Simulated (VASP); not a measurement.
# Rh (Fm-3m) in VASP: notebook, part 2 of 2

VASP 6.6.1. The steps go on from the part before.

### Step 3. Single point, PBE

INCAR reads:

```
PREC = Accurate ; ENCUT = 500
EDIFF = 1E-6 ; ISMEAR = -1
SIGMA = 0.1 ; LREAL = False
LASPH = True ; NELM = 120
ALGO = Normal ; ISIF = 2
LWAVE = False ; LCHARG = True
GGA = PE ; LELF = True
LVHAR = True ; NBANDS = 14
GGA_COMPAT = False
```

KPOINTS reads:

```
Automatic mesh
0
Gamma
  4 4 4
```

POSCAR reads:

```
Rh
1.0
   -1.9154460197      0.0000000000      1.9154460197
    0.0000000000      1.9154460197      1.9154460197
   -1.9154460197      1.9154460197      0.0000000000
Rh
1
Direct
    0.0000000000      0.0000000000      0.0000000000
```

Potentials or basis: VASP PAW PBE potentials, release 64 (Rh_pv).

The run is started by

```sh
> cat potpaw_PBE.64/Rh_pv/POTCAR > POTCAR
> mpirun -np 1 vasp_std > vasp.out
```

OUTCAR:

```text
PREC = Accurate
   ENCUT = 500
   EDIFF = 1E-6
   ISMEAR = -1
   LREAL = False
   LASPH = True
   NELM = 120
   ISIF = 2
   GGA = PE

 ion  position               nearest neighbor table
   1  0.000  0.000  0.000-

  LATTYP: Found a face centered cubic cell.
 ALAT       =     3.8308920394

  Lattice vectors:

 A1 = (  -1.9154460197,   0.0000000000,   1.9154460197)
 A2 = (   0.0000000000,   1.9154460197,   1.9154460197)
 A3 = (  -1.9154460197,   1.9154460197,   0.0000000000)

Analysis of symmetry for initial positions (statically):
=====================================================================
 Subroutine PRICEL returns:
 Original cell was already a primitive cell.

 Routine SETGRP: Setting up the symmetry group for a
 face centered cubic supercell.

 Subroutine GETGRP returns: Found 48 space group operations
 (whereof 48 operations were pure point group operations)
 out of a pool of 48 trial point group operations.

The static configuration has the point symmetry O_h .

Analysis of symmetry for dynamics (positions and initial velocities):
=====================================================================
 Subroutine PRICEL returns:
 Original cell was already a primitive cell.

 Routine SETGRP: Setting up the symmetry group for a
 face centered cubic supercell.

 Subroutine GETGRP returns: Found 48 space group operations
 (whereof 48 operations were pure point group operations)
 out of a pool of 48 trial point group operations.

The dynamic configuration has the point symmetry O_h .

 Subroutine INISYM returns: Found 48 space group operations
 (whereof 48 operations are pure point group operations),
 and found     1 'primitive' translations

----------------------------------------------------------------------------------------

                                     Primitive cell

[... 95 lines left out ...]
   LORBIT       =      0    0 simple, 1 ext, 2 COOP (PROOUT), +10 PAW based schemes
   GGA     = PE    functional components
   LHFCALC =     F    Hartree Fock is set to
   AEXX    =    0.0000 exact exchange contribution
   IVDW    =     0    specifies the selected vdW correction
   LEPSILON=     F    determine dielectric tensor
   LRPA    =     F    only Hartree local field effects (RPA)
 non-spin polarized calculation
  energy-cutoff  :      500.00
  volume of cell :       14.06
 maximum number of plane-waves:       368
   NGX =  9   NGY =  9   NGZ =  9

 number of electron      15.0000003 magnetization

 Free energy of the ion-electron system (eV)
  ---------------------------------------------------
  ext. energy  EPLUGINS =         0.00000000
  ---------------------------------------------------
  free energy    TOTEN  =        -7.68538420 eV

  energy without entropy =       -7.67909778  energy(sigma->0) =       -7.68224099

 E-fermi :  11.6336     XC(G=0): -13.8743

 val. band max:       11.2891018563   @ k =   0.2500   0.2500   0.0000
 cond. band min:      12.0704048122   @ k =   0.5000   0.5000   0.0000
 fundamental gap:      0.7813029559
 Fermi energy:        11.6336183213

 k-point     1 :       0.0000    0.0000    0.0000
  band No.  band energies     occupation
      1     -34.7730      2.00000
      2     -34.7730      2.00000
      3     -34.7730      2.00000
      4       3.7118      2.00000
      5       8.5748      2.00000
      6       8.5748      2.00000
      7       8.5748      2.00000
      8      10.5892      1.99994
      9      10.5892      1.99994
     10      27.5327      0.00000
     11      32.1991      0.00000
     12      32.8479      0.00000
     13      32.8479      0.00000
     14      32.8479      0.00000
[... 105 lines left out ...]
      1     -35.2203      2.00000
      2     -35.2203      2.00000
      3     -35.0299      2.00000
      4       6.6817      2.00000
      5       7.8668      2.00000
      6       7.8668      2.00000
      7      10.3854      1.99999
      8      12.5112      0.00031
      9      20.9929      0.00000
     10      20.9929      0.00000
     11      22.5683      0.00000
     12      23.9848      0.00000
     13      32.2009      0.00000
     14      37.1827      0.00000

------------------------ aborting loop because EDIFF is reached ----------------------------------------

  FORCE on cell =-STRESS in cart. coord.  units (eV):
  Direction    XX          YY          ZZ          XY          YZ          ZX
  --------------------------------------------------------------------------------------
  -------------------------------------------------------------------------------------
  Total       -0.5765320     -0.5765320     -0.5765320      0.0000000      0.0000000      0.0000000
  in kB      -65.7195034    -65.7195034    -65.7195034      0.0000000      0.0000000      0.0000000
  external PRESSURE =     -65.7195034 kB  Pullay stress =       0.0000000 kB

 VOLUME and BASIS-vectors are now :
 -----------------------------------------------------------------------------
  energy-cutoff  :      500.00
  volume of cell :       14.06
      direct lattice vectors                 reciprocal lattice vectors
    -1.915446020  0.000000000  1.915446020    -0.261035808 -0.261035808  0.261035808
     0.000000000  1.915446020  1.915446020     0.261035808  0.261035808  0.261035808
    -1.915446020  1.915446020  0.000000000    -0.261035808  0.261035808 -0.261035808

 POSITION                                       TOTAL-FORCE (eV/Angst)
 -----------------------------------------------------------------------------------
      0.00000      0.00000      0.00000        -0.000000      0.000000     -0.000000
 -----------------------------------------------------------------------------------
    total drift:                               -0.000000      0.000000      0.000000

  FREE ENERGIE OF THE ION-ELECTRON SYSTEM (eV)
  ---------------------------------------------------
  free  energy   TOTEN  =        -7.6853842010 eV

  energy  without entropy=       -7.6790977774  energy(sigma->0) =       -7.68224099
```

OSZICAR:

```text
N       E                     dE             d eps       ncg     rms          rms(c)
DAV:   1     0.115876359673E+03    0.11588E+03   -0.89507E+03   224   0.112E+03
DAV:   2    -0.655841485075E+01   -0.12243E+03   -0.11433E+03   242   0.329E+02
DAV:   3    -0.814468679758E+01   -0.15863E+01   -0.15830E+01   266   0.424E+01
DAV:   4    -0.815120306682E+01   -0.65163E-02   -0.65161E-02   272   0.265E+00
DAV:   5    -0.815125913211E+01   -0.56065E-04   -0.56065E-04   248   0.219E-01    0.907E+00
DAV:   6    -0.769593380264E+01    0.45533E+00   -0.88286E-01   230   0.128E+01    0.282E+00
DAV:   7    -0.768820347454E+01    0.77303E-02   -0.68152E-03   284   0.977E-01    0.149E+00
DAV:   8    -0.768538513921E+01    0.28183E-02   -0.12899E-03   236   0.506E-01    0.567E-02
DAV:   9    -0.768538363148E+01    0.15077E-05   -0.31996E-05   278   0.673E-02    0.191E-02
DAV:  10    -0.768538485531E+01   -0.12238E-05   -0.28833E-06   236   0.179E-02    0.425E-03
DAV:  11    -0.768538420103E+01    0.65428E-06   -0.31410E-08   112   0.218E-03
   1 F= -.76853842E+01 E0= -.76822410E+01  d E =-.628642E-02
```

stdout:

```text
POSCAR found type information on POSCAR Rh
 POSCAR found :  1 types and       1 ions
 scaLAPACK will be used
 LDA part: xc-table for (Slater+PW92), standard interpolation
 POSCAR, INCAR and KPOINTS ok, starting setup
 FFT: planning ... GRIDC
 FFT: planning ... GRID_SOFT
 FFT: planning ... GRID
 WAVECAR not read
 entering main loop
```

Run time: 5.5 s. Hardware: 1 thread of Intel Xeon 8259CL, shared host; peak memory 0.12 GiB.

What came out:

| Item | Value |
| --- | --- |
| Free energy | -7.6854 eV |
| Pressure | -6.6 GPa |

Levels at points of the mesh, in eV from the Fermi level:
| k point | band 3 | band 4 | band 5 | band 6 | band 7 | band 8 | band 9 | band 10 | band 11 | band 12 |
| --- | --- | --- | --- | --- | --- | --- | --- | --- | --- | --- |
| (0.00, 0.00, 0.00) | -46.41 | -7.92 | -3.06 | -3.06 | -3.06 | -1.04 | -1.04 | 15.90 | 20.57 | 21.21 |
| (0.50, 0.00, 0.00) | -46.50 | -6.03 | -3.14 | -3.14 | 0.47 | 0.47 | 0.63 | 8.32 | 15.38 | 20.57 |
| (0.50, 0.50, 0.00) | -46.66 | -6.22 | -5.84 | 0.44 | 0.87 | 0.87 | 3.12 | 11.89 | 13.07 | 13.07 |

Caveat: the k points lie up to 0.71 Å⁻¹ apart.
